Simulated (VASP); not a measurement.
# CuO (P-1) in VASP: a series of runs

CuO is run at these levels: LDA, PBE, PBEsol; tasks: single point.

Everything below comes from runs of VASP 6.6.1. Logs are shortened: lines on timing, memory, paths and dates and some standing lists are left out, and cuts for length are marked.

### 1 The cell of the first run

The typed cell holds 4 atoms: a = 2.880 Å, b = 2.880 Å, c = 5.176 Å, α = 89.81°, β = 89.81°, γ = 89.22°.

### 2 Single point, LDA

The input, INCAR:

```
SYSTEM = CuO
PREC = Accurate
ENCUT = 520
EDIFF = 1E-7
ISMEAR = -1
SIGMA = 0.05
LREAL = .False.
LASPH = .True.
NELM = 80
ALGO = Normal
ISIF = 2
LWAVE = .False.
LCHARG = .True.
LELF = .True.
LVHAR = .True.
NBANDS = 25
```

The input, KPOINTS:

```
Automatic mesh
0
Gamma
  9 9 5
  0 0 0
```

The input, POSCAR:

```
CuO
1.0
    2.8795009639      0.0000000000      0.0000000000
    0.0390727580      2.8792794796      0.0000000000
    0.0174953863      0.0172449008      5.1763391994
Cu O
2 2
Direct
    0.0000000000      0.5000000000      0.0000000000
    0.5000000000      0.0000000000      0.5000000000
    0.9984239700      0.0016717800      0.7498871000
    0.0015760300      0.9983282200      0.2501129000
```

Potentials or basis: VASP PAW LDA potentials, release 64 (Cu, O).

Run with:

```
> cat potpaw_LDA.64/Cu/POTCAR potpaw_LDA.64/O/POTCAR > POTCAR
> mpirun -np 1 vasp_std > vasp.out
```

OUTCAR:

```text
SYSTEM = CuO
   PREC = Accurate
   ENCUT = 520
   EDIFF = 1E-7
   ISMEAR = -1
   LREAL = .False.
   LASPH = .True.
   NELM = 80
   ISIF = 2

 ion  position               nearest neighbor table
   1  0.000  0.500  0.000-   3 1.94   4 1.94   3 1.94   4 1.94
   2  0.500  0.000  0.500-   3 1.94   4 1.94   4 1.94   3 1.94
   3  0.998  0.002  0.750-   2 1.94   2 1.94   1 1.94   1 1.94
   4  0.002  0.998  0.250-   2 1.94   2 1.94   1 1.94   1 1.94

  LATTYP: Found a base centered monoclinic cell.
 ALAT       =    11.1169163425
 B/A-ratio  =     0.3638182808
 C/A-ratio  =     0.4656324948
 COS(beta)  =    -0.9295148209

  Lattice vectors:

 A1 = (   2.8620055776,  -0.0172449008,  -5.1763391994)
 A2 = (   0.0215773717,   2.8620345788,  -5.1763391994)
 A3 = (   0.0174953863,   0.0172449008,   5.1763391994)

Analysis of symmetry for initial positions (statically):
=====================================================================
 Subroutine PRICEL returns:
 Original cell was already a primitive cell.

 Routine SETGRP: Setting up the symmetry group for a
 base centered monoclinic supercell.

 Subroutine GETGRP returns: Found  2 space group operations
 (whereof  2 operations were pure point group operations)
 out of a pool of  4 trial point group operations.

The static configuration has the point symmetry S_2 .

Analysis of symmetry for dynamics (positions and initial velocities):
=====================================================================
 Subroutine PRICEL returns:
 Original cell was already a primitive cell.

 Routine SETGRP: Setting up the symmetry group for a
 base centered monoclinic supercell.

 Subroutine GETGRP returns: Found  2 space group operations
 (whereof  2 operations were pure point group operations)
 out of a pool of  4 trial point group operations.

The dynamic configuration has the point symmetry S_2 .

 Subroutine INISYM returns: Found  2 space group operations
 (whereof  2 operations are pure point group operations),
 and found     1 'primitive' translations

----------------------------------------------------------------------------------------

                                     Primitive cell

  volume of cell :      42.9164

  direct lattice vectors                    reciprocal lattice vectors
     2.879500964  0.000000000  0.000000000     0.347282398 -0.004712735 -0.001158071
     0.039072758  2.879279480  0.000000000     0.000000000  0.347309112 -0.001157055
     0.017495386  0.017244901  5.176339199     0.000000000  0.000000000  0.193186722

  length of vectors
     2.879500964  2.879544582  5.176397491     0.347316304  0.347311040  0.193186722

  position of ions in fractional coordinates (direct lattice)
     1.000000000  0.500000000  0.000000000
     0.500000000  0.000000000  0.500000000
     0.998423970  0.001671780  0.749887100
     0.001576030  0.998328220  0.250112900

  ion indices of the primitive-cell ions
   primitive index   ion index
                 1           1
                 2           2
                 3           3
                 4           4

----------------------------------------------------------------------------------------

 KPOINTS: Automatic mesh

Automatic generation of k-mesh.
 Grid dimensions read from file:
 generate k-points for:    9    9    5

 Generating k-lattice:

  Cartesian coordinates                     Fractional coordinates (reciprocal lattice)
     0.038586933 -0.000523637 -0.000128675     0.111111111 -0.000000000 -0.000000000
     0.000000000  0.038589901 -0.000128562     0.000000000  0.111111111 -0.000000000
     0.000000000  0.000000000  0.038637344     0.000000000  0.000000000  0.200000000

  Length of vectors
     0.038590700  0.038590116  0.038637344

  Shift w.r.t. Gamma in fractional coordinates (k-lattice)
     0.000000000  0.000000000  0.000000000

 Subroutine IBZKPT returns following result:
 ===========================================

 Found    203 irreducible k-points:

 Following reciprocal coordinates:
            Coordinates               Weight
  0.000000  0.000000  0.000000      1.000000
  0.111111  0.000000 -0.000000      2.000000
  0.000000 -0.111111  0.000000      2.000000
  0.222222 -0.000000 -0.000000      2.000000
  0.000000 -0.222222  0.000000      2.000000
  0.333333  0.000000 -0.000000      2.000000
[... 16 lines left out ...]
 -0.111111  0.111111 -0.000000      2.000000
  0.222222  0.222222 -0.000000      2.000000
 [... further k-points ...]
   k-points           NKPTS =    203   k-points in BZ     NKDIM =    203   number of bands    NBANDS=     25
   number of dos      NEDOS =    301   number of ions     NIONS =      4
   total plane-waves  NPLWV =  23040
   dimension x,y,z NGX =    24 NGY =   24 NGZ =   40
   dimension x,y,z NGXF=    48 NGYF=   48 NGZF=   80
   ions per type =               2   2
   NGX,Y,Z   is equivalent  to a cutoff of  13.86, 13.86, 12.85 a.u.
   NGXF,Y,Z  is equivalent  to a cutoff of  27.71, 27.71, 25.69 a.u.
 SYSTEM =  CuO
   PREC   = accura    normal or accurate (medium, high low for compatibility)
   ISTART =      0    job   : 0-new  1-cont  2-samecut
   ICHARG =      2    charge: 1-file 2-atom 10-const
   ISPIN  =      1    spin polarized calculation?
   LNONCOLLINEAR =      F non collinear calculations
   LSORBIT =      F    spin-orbit coupling
   LASPH  =      T    aspherical Exc in radial PAW
   ENCUT  =  520.0 eV  38.22 Ry    6.18 a.u.   5.35  5.35  9.62*2*pi/ulx,y,z
   NELM   =     80;   NELMIN=  2; NELMDL= -5     # of ELM steps
   EDIFF  = 0.1E-06   stopping-criterion for ELM
   LREAL  =      F    real-space projection
   EDIFFG = 0.1E-05   stopping-criterion for IOM
   NSW    =      0    number of steps for IOM
   IBRION =     -1    ionic relax: 0-MD 1-quasi-New 2-CG
   NFREE  =      0    steps in history (QN), initial steepest desc. (CG)
   ISIF   =      2    stress and relaxation
   ISYM   =      2    0-nonsym 1-usesym 2-fastsym
   POTIM  = 0.5000    time-step for ionic-motion
   TEBEG  =    0.0;   TEEND  =   0.0 temperature during run
   PSTRESS=    0.0 pullay stress
   NELECT =      34.0000    total number of electrons
   NUPDOWN=      -1.0000    fix difference up-down
   EMIN   =  10.00;   EMAX   =-10.00  energy-range for DOS
   EFERMI =   0.00;   METHOD = LEGACY
   ISMEAR =    -1;   SIGMA  =   0.05  broadening in eV -4-tet -1-fermi 0-gaus
   EFERMI_NEDOS =   21; number of points for ismear=-14 and -15
   IALGO  =     38    algorithm
   IMIX   =      4    mixing-type and parameters
     AMIX     =   0.40;   BMIX     =  1.00
     AMIX_MAG =   1.60;   BMIX_MAG =  1.00
  volume/ion in A,a.u.               =      10.73        72.40
  Fermi-wavevector in a.u.,A,eV,Ry     =   1.514816  2.862587 31.220846  2.294667
  Thomas-Fermi vector in A             =   2.624423
   LORBIT       =      0    0 simple, 1 ext, 2 COOP (PROOUT), +10 PAW based schemes
   GGA     = CA    functional components
   LHFCALC =     F    Hartree Fock is set to
   AEXX    =    0.0000 exact exchange contribution
   IVDW    =     0    specifies the selected vdW correction
   LEPSILON=     F    determine dielectric tensor
   LRPA    =     F    only Hartree local field effects (RPA)
 non-spin polarized calculation
  energy-cutoff  :      520.00
  volume of cell :       42.92
 maximum number of plane-waves:      1171
 NGX is ok and might be reduce to    24
   NGX = 11   NGY = 11   NGZ = 19

 number of electron      33.9999982 magnetization

 Free energy of the ion-electron system (eV)
  ---------------------------------------------------
  ext. energy  EPLUGINS =         0.00000000
  ---------------------------------------------------
  free energy    TOTEN  =       -23.28603583 eV

  energy without entropy =      -23.26678229  energy(sigma->0) =      -23.27640906

 E-fermi :   4.9054     XC(G=0): -12.0334

 val. band max:        4.8857689399   @ k =   0.4444   0.4444   0.4000
 cond. band min:       4.9363737895   @ k =  -0.1111   0.2222  -0.0000
 fundamental gap:      0.0506048495
 Fermi energy:         4.9053824609

 k-point     1 :       0.0000    0.0000    0.0000
  band No.  band energies     occupation
      1     -14.7717      2.00000
      2     -13.4022      2.00000
      3      -3.4949      2.00000
      4      -0.6585      2.00000
      5      -0.6303      2.00000
      6       1.0280      2.00000
[... 17 lines left out ...]
     24      19.5973      0.00000
     25      19.8175      0.00000

 k-point     2 :       0.1111    0.0000   -0.0000
  band No.  band energies     occupation
      1     -14.6977      2.00000
      2     -13.3781      2.00000
      3      -3.3735      2.00000
      4      -0.7293      2.00000
      5      -0.6056      2.00000
      6       0.4415      2.00000
[... 17 lines left out ...]
     24      19.8033      0.00000
     25      19.9060      0.00000

 k-point     3 :       0.0000   -0.1111    0.0000
  band No.  band energies     occupation
      1     -14.6978      2.00000
      2     -13.3780      2.00000
      3      -3.3737      2.00000
      4      -0.7233      2.00000
      5      -0.6123      2.00000
      6       0.4421      2.00000
[... 17 lines left out ...]
     24      19.8019      0.00000
     25      19.9034      0.00000

 k-point     4 :       0.2222   -0.0000   -0.0000
  band No.  band energies     occupation
      1     -14.5025      2.00000
      2     -13.3162      2.00000
      3      -3.0504      2.00000
      4      -0.8768      2.00000
      5      -0.6982      2.00000
      6      -0.5184      2.00000
[... 17 lines left out ...]
     24      19.7886      0.00000
     25      20.2532      0.00000
[... 477 lines left out ...]
 k-point    22 :      -0.1111    0.2222   -0.0000
  band No.  band energies     occupation
      1     -14.4300      2.00000
      2     -13.2936      2.00000
      3      -2.9264      2.00000
      4      -0.8508      2.00000
      5      -0.6788      2.00000
      6      -0.5866      2.00000
[... 17 lines left out ...]
     24      18.3490      0.00000
     25      20.0042      0.00000

 k-point    23 :      -0.1111    0.1111   -0.0000
  band No.  band energies     occupation
      1     -14.6234      2.00000
      2     -13.3541      2.00000
      3      -3.2509      2.00000
      4      -0.7367      2.00000
      5      -0.6460      2.00000
      6       0.3147      2.00000
[... 17 lines left out ...]
     24      18.6269      0.00000
     25      19.9750      0.00000

 k-point    24 :       0.2222    0.2222   -0.0000
  band No.  band energies     occupation
      1     -14.2465      2.00000
      2     -13.2411      2.00000
      3      -2.6020      2.00000
      4      -0.8228      2.00000
      5      -0.7090      2.00000
      6      -0.6087      2.00000
[... 17 lines left out ...]
     24      17.0171      0.00000
     25      20.4703      0.00000

 [... further k-points ...]

------------------------ aborting loop because EDIFF is reached ----------------------------------------

  FORCE on cell =-STRESS in cart. coord.  units (eV):
  Direction    XX          YY          ZZ          XY          YZ          ZX
  --------------------------------------------------------------------------------------
  -------------------------------------------------------------------------------------
  Total       -1.5549245     -1.5651805     -3.0209058     -0.0369021     -0.0061477     -0.0091728
  in kB      -58.0491825    -58.4320650   -112.7778945     -1.3776481     -0.2295094     -0.3424441
  external PRESSURE =     -76.4197140 kB  Pullay stress =       0.0000000 kB

 VOLUME and BASIS-vectors are now :
 -----------------------------------------------------------------------------
  energy-cutoff  :      520.00
  volume of cell :       42.92
      direct lattice vectors                 reciprocal lattice vectors
     2.879500964  0.000000000  0.000000000     0.347282398 -0.004712735 -0.001158071
     0.039072758  2.879279480  0.000000000     0.000000000  0.347309112 -0.001157055
     0.017495386  0.017244901  5.176339199     0.000000000  0.000000000  0.193186722

 POSITION                                       TOTAL-FORCE (eV/Angst)
 -----------------------------------------------------------------------------------
      0.01954      1.43964      0.00000        -0.000000     -0.000000      0.000000
      1.44850      0.00862      2.58817        -0.000000      0.000000      0.000000
      2.88815      0.01775      3.88167         0.006908     -0.008383      0.009338
      0.04792      2.87878      1.29467        -0.006908      0.008383     -0.009338
 -----------------------------------------------------------------------------------
    total drift:                                0.000000     -0.000000     -0.000000

  FREE ENERGIE OF THE ION-ELECTRON SYSTEM (eV)
  ---------------------------------------------------
  free  energy   TOTEN  =       -23.2860358322 eV

  energy  without entropy=      -23.2667822902  energy(sigma->0) =      -23.27640906
```

Run time: 4.6 min. Hardware: 1 thread of Intel Xeon 8259CL, shared host; peak memory 0.28 GiB.

Results:

```
Free energy            : -23.2860 eV
Pressure               : -7.6 GPa
Largest force          : 0.014 eV/Å
Band gap on the k mesh : zero (bands 17 and 18 overlap by 0.95 eV)
```

Forces in eV/Å, atoms in the order of the input:
```
Cu   0.000  0.000  0.000
Cu   0.000  0.000  0.000
O    0.007 -0.008  0.009
O   -0.007  0.008 -0.009
```

Caveat: the cell stands under tension; semilocal functionals often make such compounds metallic where correlation or magnetic order opens a gap, which also shifts bond lengths.

[end of part 1 of 2]
